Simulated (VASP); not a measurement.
# Ru (Pm-3m) in VASP: notebook

The runs below take Ru through single point, with r2SCAN.

Everything below comes from runs of VASP 6.6.1. Logs are shortened: lines on timing, memory, paths and dates and some standing lists are left out, and cuts for length are marked.

**1. The cell of the first run**

It takes space group Pm-3m (No. 221, cubic). Conventional cell: a = 2.491 Å, b = 2.491 Å, c = 2.491 Å, α = 90.00°, β = 90.00°, γ = 90.00°. Ru (site symmetry m-3m) has 6 Ru at 2.49 Å within 3.3 Å.

**2. Single point, r2SCAN, non-collinear spin, zero start, spin-orbit coupling**

File POSCAR:

```
Ru
1.0
    2.4914415084      0.0000000000      0.0000000000
    0.0000000000      2.4914415084      0.0000000000
    0.0000000000      0.0000000000      2.4914415084
Ru
1
Direct
    0.0000000000      0.0000000000      0.0000000000
```

File INCAR.step1:

```
ALGO     = Normal         # electronic algorithm
EDIFF    = 1E-4           # SCF threshold, eV
ENCUT    = 520            # plane-wave cutoff, eV
GGA      = PE             # functional
GGA_COMPAT= F            
ISMEAR   = -1             # smearing method
LASPH    = T              # aspherical terms in the spheres
LCHARG   = F              # write CHGCAR
LMAXMIX  = 4              # l up to which the mixer works
LREAL    = F              # projectors in reciprocal space
LSORBIT  = T              # spin-orbit coupling
LWAVE    = T              # write WAVECAR
MAGMOM   = 0 0 0          # initial moments
NBANDS   = 25             # bands
NELM     = 150            # most SCF steps
PREC     = Accurate       # precision mode
SIGMA    = 0.1            # smearing width, eV
```

File INCAR.step2:

```
ALGO     = Normal         # electronic algorithm
EDIFF    = 1E-6           # SCF threshold, eV
ENCUT    = 520            # plane-wave cutoff, eV
GGA_COMPAT= F            
ISIF     = 2              # what is computed and relaxed
ISMEAR   = -1             # smearing method
ISTART   = 1            
LASPH    = T              # aspherical terms in the spheres
LCHARG   = F              # write CHGCAR
LMAXMIX  = 4              # l up to which the mixer works
LMIXTAU  = T            
LORBIT   = 11             # projections on sites
LORBMOM  = T            
LREAL    = F              # projectors in reciprocal space
LSORBIT  = T              # spin-orbit coupling
LWAVE    = F              # write WAVECAR
MAGMOM   = 0 0 0          # initial moments
METAGGA  = R2SCAN         # meta-GGA
NBANDS   = 25             # bands
NELM     = 150            # most SCF steps
PREC     = Accurate       # precision mode
SIGMA    = 0.1            # smearing width, eV
```

File KPOINTS:

```
k-points
0
Gamma
  13 13 13
```

Potentials or basis: VASP PAW PBE potentials, release 64 (Ru_pv).

Launch:

```console
> cat potpaw_PBE.64/Ru_pv/POTCAR > POTCAR
> cp INCAR.step1 INCAR
> mpirun -np 1 vasp_ncl > vasp.out
> cp INCAR.step2 INCAR
> mpirun -np 1 vasp_ncl > vasp.out
```

OUTCAR:

```text
EDIFF = 1E-6
   ENCUT = 520
   ISIF = 2
   ISMEAR = -1
   ISTART = 1
   LASPH = T
   LORBIT = 11
   LREAL = F
   LSORBIT = T
   METAGGA = R2SCAN
   NELM = 150
   PREC = Accurate

 ion  position               nearest neighbor table
   1  0.000  0.000  0.000-

  LATTYP: Found a simple cubic cell.
 ALAT       =     2.4914415084

  Lattice vectors:

 A1 = (   2.4914415084,   0.0000000000,   0.0000000000)
 A2 = (   0.0000000000,   2.4914415084,   0.0000000000)
 A3 = (   0.0000000000,   0.0000000000,   2.4914415084)

Analysis of symmetry for initial positions (statically):
=====================================================================
 Subroutine PRICEL returns:
 Original cell was already a primitive cell.

 Routine SETGRP: Setting up the symmetry group for a
 simple cubic supercell.

 Subroutine GETGRP returns: Found 48 space group operations
 (whereof 48 operations were pure point group operations)
 out of a pool of 48 trial point group operations.

The static configuration has the point symmetry O_h .

Analysis of symmetry for dynamics (positions and initial velocities):
=====================================================================
 Subroutine PRICEL returns:
 Original cell was already a primitive cell.

 Routine SETGRP: Setting up the symmetry group for a
 simple cubic supercell.

 Subroutine GETGRP returns: Found 48 space group operations
 (whereof 48 operations were pure point group operations)
 out of a pool of 48 trial point group operations.

The dynamic configuration has the point symmetry O_h .

Analysis of structural, dynamic, and magnetic symmetry:
=====================================================================
 Subroutine PRICEL returns:
 Original cell was already a primitive cell.

 Routine SETGRP: Setting up the symmetry group for a
 simple cubic supercell.

 Subroutine GETGRP returns: Found 48 space group operations
 (whereof 48 operations were pure point group operations)
 out of a pool of 48 trial point group operations.

The overall configuration has the point symmetry O_h .

 Subroutine INISYM returns: Found 48 space group operations
 (whereof 48 operations are pure point group operations),
 and found     1 'primitive' translations

----------------------------------------------------------------------------------------

                                     Primitive cell

  volume of cell :      15.4651

  direct lattice vectors                    reciprocal lattice vectors
     2.491441508  0.000000000  0.000000000     0.401374063  0.000000000  0.000000000
     0.000000000  2.491441508  0.000000000     0.000000000  0.401374063  0.000000000
     0.000000000  0.000000000  2.491441508     0.000000000  0.000000000  0.401374063

  length of vectors
     2.491441508  2.491441508  2.491441508     0.401374063  0.401374063  0.401374063

  position of ions in fractional coordinates (direct lattice)
     0.000000000  0.000000000  0.000000000

  ion indices of the primitive-cell ions
   primitive index   ion index
                 1           1

----------------------------------------------------------------------------------------

 KPOINTS: k-points

Automatic generation of k-mesh.
 Grid dimensions read from file:
 generate k-points for:   13   13   13

 Generating k-lattice:

  Cartesian coordinates                     Fractional coordinates (reciprocal lattice)
     0.030874928  0.000000000  0.000000000     0.076923077  0.000000000  0.000000000
     0.000000000  0.030874928  0.000000000     0.000000000  0.076923077  0.000000000
     0.000000000  0.000000000  0.030874928     0.000000000  0.000000000  0.076923077

  Length of vectors
     0.030874928  0.030874928  0.030874928

  Shift w.r.t. Gamma in fractional coordinates (k-lattice)
[... 39 lines left out ...]
   ions per type =               1
   NGX,Y,Z   is equivalent  to a cutoff of  13.35, 13.35, 13.35 a.u.
   NGXF,Y,Z  is equivalent  to a cutoff of  26.69, 26.69, 26.69 a.u.
 SYSTEM =  unknown system
   PREC   = accura    normal or accurate (medium, high low for compatibility)
   ISTART =      1    job   : 0-new  1-cont  2-samecut
   ICHARG =      0    charge: 1-file 2-atom 10-const
   ISPIN  =      1    spin polarized calculation?
   LNONCOLLINEAR =      T non collinear calculations
   LSORBIT =      T    spin-orbit coupling
   LASPH  =      T    aspherical Exc in radial PAW
   ENCUT  =  520.0 eV  38.22 Ry    6.18 a.u.   4.63  4.63  4.63*2*pi/ulx,y,z
   NELM   =    150;   NELMIN=  2; NELMDL=  0     # of ELM steps
   EDIFF  = 0.1E-05   stopping-criterion for ELM
   LREAL  =      F    real-space projection
   EDIFFG = 0.1E-04   stopping-criterion for IOM
   NSW    =      0    number of steps for IOM
   IBRION =     -1    ionic relax: 0-MD 1-quasi-New 2-CG
   NFREE  =      0    steps in history (QN), initial steepest desc. (CG)
   ISIF   =      2    stress and relaxation
   ISYM   =      2    0-nonsym 1-usesym 2-fastsym
   POTIM  = 0.5000    time-step for ionic-motion
   TEBEG  =    0.0;   TEEND  =   0.0 temperature during run
   PSTRESS=    0.0 pullay stress
   NELECT =      14.0000    total number of electrons
   NUPDOWN=      -1.0000    fix difference up-down
   EMIN   =  10.00;   EMAX   =-10.00  energy-range for DOS
   EFERMI =   0.00;   METHOD = LEGACY
   ISMEAR =    -1;   SIGMA  =   0.10  broadening in eV -4-tet -1-fermi 0-gaus
   EFERMI_NEDOS =   21; number of points for ismear=-14 and -15
   IALGO  =     38    algorithm
   IMIX   =      4    mixing-type and parameters
     AMIX     =   0.40;   BMIX     =  1.00
     AMIX_MAG =   1.60;   BMIX_MAG =  1.00
  volume/ion in A,a.u.               =      15.47       104.36
  Fermi-wavevector in a.u.,A,eV,Ry     =   1.583678  2.992717 34.123891  2.508035
  Thomas-Fermi vector in A             =   2.683412
   LORBIT       =     11    0 simple, 1 ext, 2 COOP (PROOUT), +10 PAW based schemes
   METAGGA = R2SCAN    functional components
   LHFCALC =     F    Hartree Fock is set to
   AEXX    =    0.0000 exact exchange contribution
   IVDW    =     0    specifies the selected vdW correction
   LEPSILON=     F    determine dielectric tensor
   LRPA    =     F    only Hartree local field effects (RPA)
  energy-cutoff  :      520.00
  volume of cell :       15.47
 maximum number of plane-waves:       874
 NGX is ok and might be reduce to    20
   NGX =  9   NGY =  9   NGZ =  9

 number of electron      13.9999993 magnetization       0.0000000     -0.0000000      0.0000000

 number of electron      13.9999993 magnetization      -0.0000000      0.0000000     -0.0000000

 Free energy of the ion-electron system (eV)
  ---------------------------------------------------
  ext. energy  EPLUGINS =         0.00000000
  ---------------------------------------------------
  free energy    TOTEN  =       -24.41888220 eV

  energy without entropy =      -24.37583552  energy(sigma->0) =      -24.39735886

 E-fermi :  10.8071     XC(G=0): -14.1770

 val. band max:       10.7842514145   @ k =   0.3077   0.3077   0.0769
 cond. band min:      10.8098004877   @ k =   0.3077   0.0769   0.0769
 fundamental gap:      0.0255490731
 Fermi energy:        10.8070894747

 k-point     1 :       0.0000    0.0000    0.0000
  band No.  band energies     occupation
      1     -35.2019      1.00000
      2     -35.2019      1.00000
      3     -31.8481      1.00000
      4     -31.8481      1.00000
      5     -31.8481      1.00000
      6     -31.8481      1.00000
[... 661 lines left out ...]
     24      26.1504      0.00000
     25      30.0072      0.00000

 [... further k-points ...]
[... 5 lines left out ...]
  --------------------------------------------------------------------------------------
  -------------------------------------------------------------------------------------
  Total        0.1456596      0.1456596      0.1456596     -0.0000000      0.0000000      0.0000000
  in kB       15.0902931     15.0902931     15.0902931     -0.0000000      0.0000000      0.0000000
  external PRESSURE =      15.0902931 kB  Pullay stress =       0.0000000 kB

 VOLUME and BASIS-vectors are now :
 -----------------------------------------------------------------------------
  energy-cutoff  :      520.00
  volume of cell :       15.47
      direct lattice vectors                 reciprocal lattice vectors
     2.491441508  0.000000000  0.000000000     0.401374063  0.000000000  0.000000000
     0.000000000  2.491441508  0.000000000     0.000000000  0.401374063  0.000000000
     0.000000000  0.000000000  2.491441508     0.000000000  0.000000000  0.401374063

 POSITION                                       TOTAL-FORCE (eV/Angst)
 -----------------------------------------------------------------------------------
      0.00000      0.00000      0.00000         0.000000      0.000000      0.000000
 -----------------------------------------------------------------------------------
    total drift:                               -0.000000      0.000000      0.000000

  FREE ENERGIE OF THE ION-ELECTRON SYSTEM (eV)
  ---------------------------------------------------
  free  energy   TOTEN  =       -24.4188822045 eV

  energy  without entropy=      -24.3758355196  energy(sigma->0) =      -24.39735886

 orbital moment (x)

 # of ion     p       d       tot
 ----------------------------------------
  1        -0.000  -0.000  -0.000
 ----------------------------------------
           -0.000  -0.000  -0.000

 orbital moment (y)

 # of ion     p       d       tot
 ----------------------------------------
  1         0.000  -0.000  -0.000
 ----------------------------------------
            0.000  -0.000  -0.000

 orbital moment (z)

 # of ion     p       d       tot
 ----------------------------------------
  1         0.000  -0.000  -0.000
 ----------------------------------------
            0.000  -0.000  -0.000

 Spin-Orbit-Coupling matrix elements

 Ion:    1  E_soc:     -0.2705803
 l=   1
     0.0000000    -0.0359025    -0.0359025
    -0.0359025     0.0000000    -0.0359025
    -0.0359025    -0.0359025     0.0000000
 l=   2
     0.0000000    -0.0024151     0.0000000    -0.0024151    -0.0067791
    -0.0024151     0.0000000    -0.0050844    -0.0024151    -0.0016948
     0.0000000    -0.0050844     0.0000000    -0.0050844     0.0000000
    -0.0024151    -0.0024151    -0.0050844     0.0000000    -0.0016948
    -0.0067791    -0.0016948     0.0000000    -0.0016948     0.0000000
 l=   3
     0.0000000     0.0000000     0.0000000     0.0000000     0.0000000     0.0000000     0.0000000
     0.0000000     0.0000000     0.0000000     0.0000000     0.0000000     0.0000000     0.0000000
     0.0000000     0.0000000     0.0000000     0.0000000     0.0000000     0.0000000     0.0000000
     0.0000000     0.0000000     0.0000000     0.0000000     0.0000000     0.0000000     0.0000000
     0.0000000     0.0000000     0.0000000     0.0000000     0.0000000     0.0000000     0.0000000
     0.0000000     0.0000000     0.0000000     0.0000000     0.0000000     0.0000000     0.0000000
     0.0000000     0.0000000     0.0000000     0.0000000     0.0000000     0.0000000     0.0000000

 total charge

# of ion       s       p       d       tot
------------------------------------------
    1        0.401   6.217   6.116  12.734

 magnetization (x)

# of ion       s       p       d       tot
------------------------------------------
    1       -0.000   0.000   0.000   0.000

 magnetization (y)

# of ion       s       p       d       tot
------------------------------------------
    1        0.000   0.000  -0.000   0.000

 magnetization (z)

# of ion       s       p       d       tot
------------------------------------------
    1       -0.000   0.000   0.000   0.000
```

Run time: 2.2 min. Hardware: 1 thread of Intel Xeon 6975P-C (Granite Rapids), shared host; peak memory 0.2 GiB.

What came out:

| Quantity | Value |
| --- | --- |
| Free energy | -24.4189 eV |
| Pressure | 1.5 GPa |
| Net moment | 0.00 μB per cell |
| Valence electrons inside the program's atomic spheres | Ru 12.73 |

Moments on the atoms (μB; x, y, z):
```
Ru  0.00 0.00 0.00
```

Caveat: the PAW data sets were made with another functional, which shifts forces and pressure a little.

**3. Single point, r2SCAN, collinear spin, ferromagnetic start (volume scaled by 1.12)**

File POSCAR:

```
Ru
1.0
    2.5862912095      0.0000000000      0.0000000000
    0.0000000000      2.5862912095      0.0000000000
    0.0000000000      0.0000000000      2.5862912095
Ru
1
Direct
    0.0000000000      0.0000000000      0.0000000000
```

File INCAR.step1:

```
SYSTEM = Ru
PREC = Accurate ; ENCUT = 520
ISMEAR = -1 ; SIGMA = 0.05
LREAL = .FALSE. ; LASPH = .TRUE.
NELM = 150 ; ISPIN = 2
MAGMOM = 1 ; LMAXMIX = 4
NBANDS = 17 ; GGA = PE
ALGO = Normal ; EDIFF = 1E-4
LWAVE = .TRUE. ; LCHARG = .FALSE.
```

File INCAR.step2:

```
SYSTEM = Ru
PREC = Accurate ; ENCUT = 520
EDIFF = 1E-6 ; ISMEAR = -1
SIGMA = 0.05 ; LREAL = .FALSE.
LASPH = .TRUE. ; NELM = 150
ALGO = Normal ; ISIF = 2
LWAVE = .FALSE. ; LCHARG = .TRUE.
ISPIN = 2 ; MAGMOM = 1
LORBIT = 11 ; LMAXMIX = 4
METAGGA = R2SCAN ; LMIXTAU = .TRUE.
LELF = .TRUE. ; LVHAR = .TRUE.
NBANDS = 17 ; ISTART = 1
```

File KPOINTS:

```
regular mesh
0
G
  21 21 21
  0 0 0
```

Potentials or basis: VASP PAW PBE potentials, release 64 (Ru_pv).

Launch:

```console
> cat potpaw_PBE.64/Ru_pv/POTCAR > POTCAR
> cp INCAR.step1 INCAR
> mpirun -np 1 vasp_std > vasp.out
> cp INCAR.step2 INCAR
> mpirun -np 1 vasp_std > vasp.out
```

Run time: 5.6 min. Hardware: 1 thread of Intel Xeon Platinum 8259CL at 2.50GHz (Skylake/Cascade Lake), shared host; peak memory 0.23 GiB.

The run converged. Its results:

| Property | Result |
| --- | --- |
| Free energy | -24.1465 eV |
| Pressure | -20.0 GPa |
| Band gap on the k mesh | zero (filled and empty bands overlap) |
| Net moment | 0.00 μB per cell |
| Valence electrons inside the program's atomic spheres | Ru 12.55 |

Levels at points of the mesh, in eV from the Fermi level:
Spin up:
```tsv
k point	band 5	band 6	band 7	band 8	band 9	band 10
(0.00, 0.00, 0.00)	-4.98	-4.98	1.45	1.45	1.45	9.00
```
Spin down:
| k point | band 4 | band 5 | band 6 | band 7 | band 8 | band 9 | band 10 | band 11 |
| --- | --- | --- | --- | --- | --- | --- | --- | --- |
| (0.00, 0.00, 0.00) | -6.82 | -4.99 | -4.99 | 1.44 | 1.44 | 1.44 | 9.00 | 16.78 |

Caveat: the PAW data sets were made with another functional, which shifts forces and pressure a little.
